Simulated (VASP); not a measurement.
Input of a VASP 6.6.1 run:

INCAR

```
PREC = Accurate
ENCUT = 520
EDIFF = 1E-6
ISMEAR = 0
SIGMA = 0.1
LREAL = F
LASPH = T
NELM = 100
ALGO = Normal
ISIF = 2
LWAVE = F
LCHARG = T
LDIPOL = T
IDIPOL = 3
DIPOL = 0.5 0.5 0.293
GGA = PE
LELF = T
LVHAR = T
LVACPOTAV = T
NBANDS = 24
```

KPOINTS

```
Automatic mesh
0
Gamma
  6 6 1
```

File POSCAR:

```
SrO
1.0
    4.0513186766      0.0000002819      0.0000000000
   -2.0256595825      3.5085447518      0.0000000000
    0.0000000000      0.0000000000     34.1789272000
Sr O
2 2
Direct
    0.0000000000      0.0000000000      0.2048164824
    0.0000000000      0.0000000000      0.3803393911
    0.3333333333      0.6666666667      0.2047796962
    0.3333333333      0.6666666667      0.3803761773
```

Potentials or basis: VASP PAW PBE potentials, release 64 (Sr_sv, O).

The run is started by

```console
$ cat potpaw_PBE.64/Sr_sv/POTCAR potpaw_PBE.64/O/POTCAR > POTCAR
$ mpirun -np 1 vasp_std > vasp.out
```

Q: Estimate the band gap on the k mesh.

A: 1.51 eV, indirect (least direct gap 2.07 eV).

Forces on the atoms (eV/Å):
```
Sr   0.000  0.000 -0.002
Sr   0.000  0.000  0.002
O    0.000  0.000 -0.001
O    0.000  0.000  0.001
```
